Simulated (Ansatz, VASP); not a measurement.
# Two plane-wave programs on Na

```
CELL_PARAMETERS angstrom
-2.10470 2.10470 2.10470
2.10470 -2.10470 2.10470
2.10470 2.10470 -2.10470
ATOMIC_POSITIONS crystal
Na 0.00000 0.00000 0.00000
```

Alike in both runs: task single point; functional PBE; k mesh 8 × 8 × 8; no spin polarisation.

|  | VASP | Ansatz |
| --- | --- | --- |
| version | VASP 6.6.1 | Ansatz 0.2.0 |
| potentials or method | VASP PAW PBE potentials, release 64 (Na_pv), cutoff 500 eV | plane waves, PAW |
| occupations | methfessel-paxton of order 1, width 0.05 eV | cold, width 0.05 eV |
| valence electrons in the cell | 7 | 9 |

```tsv
	VASP	Ansatz	Ansatz less VASP
pressure (GPa)	-0.1	0.0	+0.04
```

VASP's potentials hold 7 valence electrons a cell and Ansatz's 9, so a difference there can come from the potentials and not from the codes.
